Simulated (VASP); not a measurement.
# KBr in VASP: a series of runs

The runs below take KBr through single point, with r2SCAN, PBE.

Everything below comes from runs of VASP 6.6.1. Logs are shortened: lines on timing, memory, paths and dates and some standing lists are left out, and cuts for length are marked.

### Step 1. The cell of the first run

The typed cell holds 4 atoms: a = 5.619 Å, b = 5.627 Å, c = 6.554 Å, α = 90.00°, β = 90.00°, γ = 120.15°.

### Step 2. Single point, r2SCAN (shear xy strain -0.3%)

File POSCAR:

```
KBr
1.0
    5.6185814494     -0.0098325175      0.0000000000
   -2.8178059347      4.8707505272      0.0000000000
    0.0000000000      0.0000000000      6.5538300027
K Br
2 2
Direct
    0.3335760588      0.6666686142     -0.0625000000
    0.6664239412      0.3333313858      0.4375000000
    0.3336283795      0.6666684372      0.4375000000
    0.6663716205      0.3333315628      0.9375000000
```

File INCAR.step1:

```
SYSTEM = KBr
PREC = Accurate ; ENCUT = 520
ISMEAR = 0 ; SIGMA = 0.01
LREAL = .FALSE. ; LASPH = .TRUE.
NELM = 100 ; NBANDS = 24
GGA = PE ; ALGO = Normal
EDIFF = 1E-4 ; LWAVE = .TRUE.
LCHARG = .FALSE.
```

File INCAR.step2:

```
SYSTEM = KBr
PREC = Accurate ; ENCUT = 520
EDIFF = 1E-7 ; ISMEAR = 0
SIGMA = 0.01 ; LREAL = .FALSE.
LASPH = .TRUE. ; NELM = 100
ALGO = Normal ; ISIF = 2
LWAVE = .FALSE. ; LCHARG = .TRUE.
METAGGA = R2SCAN ; LMIXTAU = .TRUE.
LELF = .TRUE. ; LVHAR = .TRUE.
NBANDS = 24 ; ISTART = 1
```

File KPOINTS:

```
regular mesh
0
G
  6 6 4
  0 0 0
```

Potentials or basis: VASP PAW PBE potentials, release 64 (K_sv, Br).

Launch:

```bash
$ cat potpaw_PBE.64/K_sv/POTCAR potpaw_PBE.64/Br/POTCAR > POTCAR
$ cp INCAR.step1 INCAR
$ mpirun -np 1 vasp_std > vasp.out
$ cp INCAR.step2 INCAR
$ mpirun -np 1 vasp_std > vasp.out
```

OUTCAR:

```text
SYSTEM = KBr
   PREC = Accurate
   ENCUT = 520
   EDIFF = 1E-7
   ISMEAR = 0
   LREAL = .FALSE.
   LASPH = .TRUE.
   NELM = 100
   ISIF = 2
   METAGGA = R2SCAN
   ISTART = 1

 ion  position               nearest neighbor table
   1  0.334  0.667  0.938-   4 3.24   4 3.24   4 3.25   3 3.28   3 3.28
   2  0.666  0.333  0.438-   3 3.24   3 3.24   3 3.25   4 3.28   4 3.28
   3  0.334  0.667  0.438-   2 3.24   2 3.24   2 3.25   1 3.28   1 3.28
   4  0.666  0.333  0.938-   1 3.24   1 3.24   1 3.25   2 3.28   2 3.28

  LATTYP: Found a simple monoclinic cell.
 ALAT       =     5.6100683936
 B/A-ratio  =     1.1682263999
 C/A-ratio  =     1.0015189938
 COS(beta)  =    -0.4977238131

  Lattice vectors:

 A1 = (   2.8007755147,   4.8609180097,   0.0000000000)
 A2 = (   0.0000000000,   0.0000000000,  -6.5538300027)
 A3 = (  -5.6185814494,   0.0098325175,   0.0000000000)

Analysis of symmetry for initial positions (statically):
=====================================================================
 Subroutine PRICEL returns:
 Original cell was already a primitive cell.

 Routine SETGRP: Setting up the symmetry group for a
 simple monoclinic supercell.

 Subroutine GETGRP returns: Found  4 space group operations
 (whereof  1 operations were pure point group operations)
 out of a pool of  4 trial point group operations.

The static configuration has the point symmetry C_1 .
 The point group associated with its full space group is C_2h.

Analysis of symmetry for dynamics (positions and initial velocities):
=====================================================================
 Subroutine PRICEL returns:
 Original cell was already a primitive cell.

 Routine SETGRP: Setting up the symmetry group for a
 simple monoclinic supercell.

 Subroutine GETGRP returns: Found  4 space group operations
 (whereof  1 operations were pure point group operations)
 out of a pool of  4 trial point group operations.

The dynamic configuration has the point symmetry C_1 .
 The point group associated with its full space group is C_2h.

 Subroutine INISYM returns: Found  4 space group operations
 (whereof  1 operations are pure point group operations),
 and found     1 'primitive' translations

----------------------------------------------------------------------------------------

                                     Primitive cell

  volume of cell :     179.1752

  direct lattice vectors                    reciprocal lattice vectors
     5.618581449 -0.009832518  0.000000000     0.178161238  0.103069084  0.000000000
    -2.817805935  4.870750527  0.000000000     0.000359652  0.205515233  0.000000000
     0.000000000  0.000000000  6.553830003     0.000000000  0.000000000  0.152582536

  length of vectors
     5.618590053  5.627098807  6.553830003     0.205826779  0.205515548  0.152582536

  position of ions in fractional coordinates (direct lattice)
     0.333576059  0.666668614  0.937500000
     0.666423941  0.333331386  0.437500000
     0.333628379  0.666668437  0.437500000
     0.666371621  0.333331563  0.937500000

  ion indices of the primitive-cell ions
   primitive index   ion index
                 1           1
                 2           2
                 3           3
                 4           4

----------------------------------------------------------------------------------------

 KPOINTS: regular mesh

Automatic generation of k-mesh.
 Grid dimensions read from file:
 generate k-points for:    6    6    4

 Generating k-lattice:

  Cartesian coordinates                     Fractional coordinates (reciprocal lattice)
     0.029693540  0.017178181  0.000000000     0.166666667  0.000000000  0.000000000
     0.000059942  0.034252539  0.000000000     0.000000000  0.166666667  0.000000000
     0.000000000  0.000000000  0.038145634     0.000000000  0.000000000  0.250000000

  Length of vectors
     0.034304463  0.034252591  0.038145634

  Shift w.r.t. Gamma in fractional coordinates (k-lattice)
     0.000000000  0.000000000  0.000000000

 Subroutine IBZKPT returns following result:
 ===========================================

 Found     60 irreducible k-points:

 Following reciprocal coordinates:
            Coordinates               Weight
  0.000000  0.000000  0.000000      1.000000
  0.166667  0.000000  0.000000      2.000000
  0.333333  0.000000  0.000000      2.000000
  0.500000  0.000000  0.000000      1.000000
 -0.000000  0.166667  0.000000      2.000000
  0.166667  0.166667  0.000000      2.000000
[... 16 lines left out ...]
  0.333333  0.000000  0.250000      4.000000
  0.500000  0.000000  0.250000      2.000000
 [... further k-points ...]
   k-points           NKPTS =     60   k-points in BZ     NKDIM =     60   number of bands    NBANDS=     24
   number of dos      NEDOS =    301   number of ions     NIONS =      4
   total plane-waves  NPLWV =  88200
   dimension x,y,z NGX =    42 NGY =   42 NGZ =   50
   dimension x,y,z NGXF=    84 NGYF=   84 NGZF=  100
[... 42 lines left out ...]
   LEPSILON=     F    determine dielectric tensor
   LRPA    =     F    only Hartree local field effects (RPA)
 non-spin polarized calculation
 Gauss-broadening in eV      SIGMA  =   0.01
  energy-cutoff  :      520.00
  volume of cell :      179.18
 maximum number of plane-waves:      4856
 NGX is ok and might be reduce to    42
   NGX = 21   NGY = 21   NGZ = 25

 number of electron      32.0000003 magnetization

 Free energy of the ion-electron system (eV)
  ---------------------------------------------------
  ext. energy  EPLUGINS =         0.00000000
  ---------------------------------------------------
  free energy    TOTEN  =       -46.22826130 eV

  energy without entropy =      -46.22826130  energy(sigma->0) =      -46.22826130

 E-fermi :  -2.7876     XC(G=0):  -6.6359

 val. band max:       -2.9218510406   @ k =   0.0000   0.0000   0.0000
 cond. band min:       1.8439997391   @ k =   0.0000   0.0000   0.0000
 fundamental gap:      4.7658507797
 Fermi energy:        -2.7875730774

 k-point     1 :       0.0000    0.0000    0.0000
  band No.  band energies     occupation
      1     -31.9595      2.00000
      2     -31.9533      2.00000
      3     -15.5813      2.00000
      4     -15.4942      2.00000
      5     -14.7290      2.00000
      6     -14.7136      2.00000
[... 16 lines left out ...]
     23       6.0445      0.00000
     24       6.4436      0.00000

 k-point     2 :       0.1667    0.0000    0.0000
  band No.  band energies     occupation
      1     -31.9590      2.00000
      2     -31.9535      2.00000
      3     -15.6130      2.00000
      4     -15.5414      2.00000
      5     -14.7243      2.00000
      6     -14.7158      2.00000
[... 16 lines left out ...]
     23       6.0541      0.00000
     24       6.3500      0.00000

 k-point     3 :       0.3333    0.0000    0.0000
  band No.  band energies     occupation
      1     -31.9579      2.00000
      2     -31.9543      2.00000
      3     -15.6665      2.00000
      4     -15.6250      2.00000
      5     -14.7206      2.00000
      6     -14.7121      2.00000
[... 16 lines left out ...]
     23       6.1566      0.00000
     24       6.3832      0.00000

 k-point     4 :       0.5000    0.0000    0.0000
  band No.  band energies     occupation
      1     -31.9570      2.00000
      2     -31.9549      2.00000
      3     -15.6869      2.00000
      4     -15.6657      2.00000
      5     -14.7229      2.00000
      6     -14.7026      2.00000
[... 16 lines left out ...]
     23       6.2082      0.00000
     24       6.7200      0.00000

 k-point     5 :      -0.0000    0.1667    0.0000
  band No.  band energies     occupation
      1     -31.9591      2.00000
      2     -31.9535      2.00000
      3     -15.6130      2.00000
      4     -15.5414      2.00000
      5     -14.7243      2.00000
      6     -14.7159      2.00000
[... 451 lines left out ...]
 k-point    22 :       0.1667    0.0000    0.2500
  band No.  band energies     occupation
      1     -31.9582      2.00000
      2     -31.9543      2.00000
      3     -15.6593      2.00000
      4     -15.6152      2.00000
      5     -14.7110      2.00000
      6     -14.7003      2.00000
[... 16 lines left out ...]
     23       6.4188      0.00000
     24       6.8300      0.00000

 k-point    23 :       0.3333    0.0000    0.2500
  band No.  band energies     occupation
      1     -31.9573      2.00000
      2     -31.9548      2.00000
      3     -15.7116      2.00000
      4     -15.6853      2.00000
      5     -14.7151      2.00000
      6     -14.6892      2.00000
[... 16 lines left out ...]
     23       6.3414      0.00000
     24       6.7265      0.00000

 k-point    24 :       0.5000    0.0000    0.2500
  band No.  band energies     occupation
      1     -31.9566      2.00000
      2     -31.9552      2.00000
      3     -15.7330      2.00000
      4     -15.7195      2.00000
      5     -14.7172      2.00000
      6     -14.6897      2.00000
[... 16 lines left out ...]
     23       6.2981      0.00000
     24       6.4308      0.00000

 [... further k-points ...]
[... 5 lines left out ...]
  --------------------------------------------------------------------------------------
  -------------------------------------------------------------------------------------
  Total        0.0096106      0.0095158      0.0159744      0.0131132      0.0000000      0.0000000
  in kB        0.0859377      0.0850903      0.1428421      0.1172573      0.0000000      0.0000000
  external PRESSURE =       0.1046234 kB  Pullay stress =       0.0000000 kB

 VOLUME and BASIS-vectors are now :
 -----------------------------------------------------------------------------
  energy-cutoff  :      520.00
  volume of cell :      179.18
      direct lattice vectors                 reciprocal lattice vectors
     5.618581449 -0.009832518  0.000000000     0.178161238  0.103069084  0.000000000
    -2.817805935  4.870750527  0.000000000     0.000359652  0.205515233  0.000000000
     0.000000000  0.000000000  6.553830003     0.000000000  0.000000000  0.152582536

 POSITION                                       TOTAL-FORCE (eV/Angst)
 -----------------------------------------------------------------------------------
     -0.00432      3.24390      6.14422         0.003488      0.000004      0.000000
      2.80509      1.61702      2.86730        -0.003488     -0.000004      0.000000
     -0.00402      3.24390      2.86730         0.003472     -0.000079      0.000000
      2.80480      1.61702      6.14422        -0.003472      0.000079      0.000000
 -----------------------------------------------------------------------------------
    total drift:                               -0.000000     -0.000000     -0.000426

  FREE ENERGIE OF THE ION-ELECTRON SYSTEM (eV)
  ---------------------------------------------------
  free  energy   TOTEN  =       -46.2282613041 eV

  energy  without entropy=      -46.2282613041  energy(sigma->0) =      -46.22826130
```

It took 12 min on 1 thread of AMD EPYC 9R45 (Zen 5), shared host; peak memory 0.43 GiB.

Results:

* Free energy: -46.2283 eV
* Pressure: 0.0 GPa
* Largest force: 0.003 eV/Å
* Band gap on the k mesh: 4.77 eV, direct

Forces in eV/Å, atoms in the order of the input:
```
K    0.003  0.000  0.000
K   -0.003  0.000  0.000
Br   0.003  0.000  0.000
Br  -0.003  0.000  0.000
```

Levels at points of the mesh, in eV from the valence-band top:
| k point | band 13 | band 14 | band 15 | band 16 | band 17 | band 18 | band 19 | band 20 |
| --- | --- | --- | --- | --- | --- | --- | --- | --- |
| (0.00, 0.00, 0.00) | -0.48 | -0.29 | -0.29 | 0.00 | 4.77 | 7.83 | 8.08 | 8.09 |
| (0.50, 0.00, 0.00) | -0.46 | -0.45 | -0.25 | -0.15 | 6.46 | 7.19 | 7.21 | 7.45 |
| (0.00, 0.50, 0.00) | -0.47 | -0.45 | -0.25 | -0.15 | 6.46 | 7.19 | 7.21 | 7.45 |
| (0.50, 0.50, 0.00) | -0.47 | -0.45 | -0.25 | -0.15 | 6.46 | 7.19 | 7.22 | 7.46 |
| (0.00, 0.00, 0.50) | -0.40 | -0.40 | -0.40 | -0.40 | 6.03 | 6.03 | 9.07 | 9.07 |
| (0.50, 0.00, 0.50) | -0.36 | -0.36 | -0.27 | -0.27 | 6.76 | 6.76 | 8.62 | 8.62 |
| (0.00, 0.50, 0.50) | -0.35 | -0.35 | -0.27 | -0.27 | 6.76 | 6.76 | 8.61 | 8.61 |
| (0.50, 0.50, 0.50) | -0.35 | -0.35 | -0.27 | -0.27 | 6.76 | 6.76 | 8.61 | 8.61 |

Caveat: the cell differs from its parent crystal (shear xy strain -0.3%); the PAW data sets were made with another functional, which shifts forces and pressure a little. A k mesh can miss the band edges.

### Step 3. Single point, PBE (shear xy strain -0.3%)

File INCAR:

```
PREC = Accurate
ENCUT = 520
EDIFF = 1E-6
ISMEAR = -1
SIGMA = 0.02
LREAL = F
LASPH = T
NELM = 100
ALGO = Normal
ISIF = 2
LWAVE = F
LCHARG = T
GGA = PE
LELF = T
LVHAR = T
NBANDS = 24
```

File KPOINTS:

```
regular mesh
0
Gamma
  6 6 4
```

POSCAR is that of step 2.

Potentials or basis: VASP PAW PBE potentials, release 64 (K_sv, Br).

Launch:

```bash
$ cat potpaw_PBE.64/K_sv/POTCAR potpaw_PBE.64/Br/POTCAR > POTCAR
$ mpirun -np 1 vasp_std > vasp.out
```

Run time: 2.5 min. Hardware: 1 thread of AMD EPYC 9R45 (Zen 5), shared host; peak memory 0.39 GiB.

It converged, with:

```
Free energy            : -12.2747 eV
Pressure               : 0.4 GPa
Largest force          : 0.004 eV/Å
Band gap on the k mesh : 4.19 eV, direct
```

Forces in eV/Å, atoms in the order of the input:
```
K    0.003  0.000  0.000
K   -0.003  0.000  0.000
Br   0.004  0.000  0.000
Br  -0.004  0.000  0.000
```

Stress tensor (GPa, compression positive):
```
0.37 0.01 0.00
0.01 0.37 0.00
0.00 0.00 0.52
```

Levels at points of the mesh, in eV from the valence-band top:
| k point | band 13 | band 14 | band 15 | band 16 | band 17 | band 18 | band 19 | band 20 |
| --- | --- | --- | --- | --- | --- | --- | --- | --- |
| (0.00, 0.00, 0.00) | -0.48 | -0.29 | -0.28 | 0.00 | 4.19 | 7.06 | 7.42 | 7.43 |
| (0.50, 0.00, 0.00) | -0.46 | -0.46 | -0.25 | -0.15 | 6.01 | 6.43 | 6.69 | 6.83 |
| (0.00, 0.50, 0.00) | -0.46 | -0.46 | -0.25 | -0.15 | 6.01 | 6.42 | 6.69 | 6.84 |
| (0.50, 0.50, 0.00) | -0.46 | -0.46 | -0.25 | -0.15 | 6.01 | 6.42 | 6.70 | 6.84 |
| (0.00, 0.00, 0.50) | -0.40 | -0.40 | -0.40 | -0.40 | 5.46 | 5.46 | 8.38 | 8.38 |
| (0.50, 0.00, 0.50) | -0.35 | -0.35 | -0.28 | -0.28 | 6.27 | 6.27 | 7.87 | 7.87 |
| (0.00, 0.50, 0.50) | -0.35 | -0.35 | -0.28 | -0.28 | 6.27 | 6.27 | 7.87 | 7.87 |
| (0.50, 0.50, 0.50) | -0.35 | -0.35 | -0.28 | -0.28 | 6.27 | 6.27 | 7.86 | 7.86 |

Caveat: the cell differs from its parent crystal (shear xy strain -0.3%). A k mesh can miss the band edges.

### Step 4. Single point, r2SCAN (strain -0.3%)

File POSCAR:

```
KBr
1.0
    5.5994782725      0.0000000000      0.0000000000
   -2.7997391363      4.8492904319      0.0000000000
    0.0000000000      0.0000000000      6.5315469807
K Br
2 2
Direct
    0.3333333333      0.6666666667     -0.0625000000
    0.6666666667      0.3333333333      0.4375000000
    0.3333333333      0.6666666667      0.4375000000
    0.6666666667      0.3333333333      0.9375000000
```

File INCAR.step1:

```
  ALGO = Normal
  EDIFF = 1E-4
  ENCUT = 520
  GGA = PE
  ISMEAR = 0
  LASPH = T
  LCHARG = F
  LREAL = F
  LWAVE = T
  NBANDS = 24
  NELM = 100
  PREC = Accurate
  SIGMA = 0.01
```

File INCAR.step2:

```
  ALGO = Normal
  EDIFF = 1E-7
  ENCUT = 520
  ISIF = 2
  ISMEAR = 0
  ISTART = 1
  LASPH = T
  LCHARG = T
  LELF = T
  LMIXTAU = T
  LREAL = F
  LVHAR = T
  LWAVE = F
  METAGGA = R2SCAN
  NBANDS = 24
  NELM = 100
  PREC = Accurate
  SIGMA = 0.01
```

File KPOINTS:

```
k-points
0
Gamma
  6 6 4
```

Launch:

```bash
$ cat potpaw_PBE.64/K_sv/POTCAR potpaw_PBE.64/Br/POTCAR > POTCAR
$ cp INCAR.step1 INCAR
$ mpirun -np 1 vasp_std > vasp.out
$ cp INCAR.step2 INCAR
$ mpirun -np 1 vasp_std > vasp.out
```

Run time: 5 min. Hardware: 1 thread of AMD EPYC 9R45 (Zen 5), shared host; peak memory 0.32 GiB.

It converged, with:

```
Free energy            : -46.2272 eV
Pressure               : 0.1 GPa
Band gap on the k mesh : 4.78 eV, direct
```

Levels at points of the mesh, in eV from the valence-band top:
```
           k point  band 14  band 15  band 16  band 17  band 18  band 19
(0.00, 0.00, 0.00)    -0.29    -0.29     0.00     4.78     7.86     8.08
(0.50, 0.00, 0.00)    -0.46    -0.25    -0.15     6.46     7.21     7.23
(0.00, 0.00, 0.50)    -0.41    -0.41    -0.41     6.05     6.05     9.10
(0.50, 0.00, 0.50)    -0.36    -0.28    -0.28     6.76     6.76     8.65
```

Caveat: the cell differs from its parent crystal (strain -0.3%); the PAW data sets were made with another functional, which shifts forces and pressure a little. A k mesh can miss the band edges.

### Step 5. Single point, PBE (strain -0.3%)

File INCAR:

```
PREC = Accurate ; ENCUT = 520
EDIFF = 1E-7 ; ISMEAR = -1
SIGMA = 0.02 ; LREAL = False
LASPH = True ; NELM = 100
ALGO = Normal ; ISIF = 2
LWAVE = False ; LCHARG = False
GGA = PE ; NBANDS = 24
```

File KPOINTS:

```
Automatic mesh
0
Gamma
  6 6 4
```

POSCAR is that of step 4.

Launch:

```bash
$ cat potpaw_PBE.64/K_sv/POTCAR potpaw_PBE.64/Br/POTCAR > POTCAR
$ mpirun -np 1 vasp_std > vasp.out
```

It took 66 s on 1 thread of AMD EPYC 9R45 (Zen 5), shared host; peak memory 0.29 GiB.

It converged, with:

* Free energy: -12.2691 eV
* Pressure: 0.5 GPa
* Band gap on the k mesh: 4.20 eV, direct

Stress tensor (GPa, compression positive):
```
0.49 0.00 0.00
0.00 0.49 0.00
0.00 0.00 0.67
```

Levels at points of the mesh, in eV from the valence-band top:
| k point | band 12 | band 13 | band 14 | band 15 | band 16 | band 17 | band 18 | band 19 | band 20 | band 21 |
| --- | --- | --- | --- | --- | --- | --- | --- | --- | --- | --- |
| (0.00, 0.00, 0.00) | -0.49 | -0.49 | -0.29 | -0.29 | 0.00 | 4.20 | 7.09 | 7.43 | 7.43 | 8.22 |
| (0.50, 0.00, 0.00) | -0.51 | -0.47 | -0.47 | -0.25 | -0.15 | 6.01 | 6.46 | 6.70 | 6.83 | 7.81 |
| (0.00, 0.00, 0.50) | -0.65 | -0.41 | -0.41 | -0.41 | -0.41 | 5.48 | 5.48 | 8.42 | 8.42 | 8.42 |
| (0.50, 0.00, 0.50) | -0.93 | -0.36 | -0.36 | -0.28 | -0.28 | 6.28 | 6.28 | 7.91 | 7.91 | 8.19 |

Caveat: the cell differs from its parent crystal (strain -0.3%). A k mesh can miss the band edges.

### Step 6. Overview

| level | cell | smearing | gap on the mesh (eV) | pressure (GPa) |
| --- | --- | --- | --- | --- |
| r2SCAN | a = 5.619, b = 5.627, c = 6.554 Å, angles 90.0, 90.0, 120.2°, 4 atoms | gaussian 0.01 eV | 4.77 | 0.0 |
| PBE | a = 5.619, b = 5.627, c = 6.554 Å, angles 90.0, 90.0, 120.2°, 4 atoms | fermi-dirac 0.02 eV | 4.19 | 0.4 |
| r2SCAN | a = 5.599, b = 5.599, c = 6.532 Å, angles 90.0, 90.0, 120.0°, 4 atoms | gaussian 0.01 eV | 4.78 | 0.1 |
| PBE | a = 5.599, b = 5.599, c = 6.532 Å, angles 90.0, 90.0, 120.0°, 4 atoms | fermi-dirac 0.02 eV | 4.20 | 0.5 |

Alike in all rows: task single point; potentials or basis VASP PAW PBE potentials, release 64 (K_sv, Br); no spin polarisation; k mesh 6 × 6 × 4; cutoff (eV) 520.

Caveats: the PAW data sets were made with another functional, which shifts forces and pressure a little (some runs).

Total energies depend on the potentials used, so only differences within one code and one set of settings carry meaning.
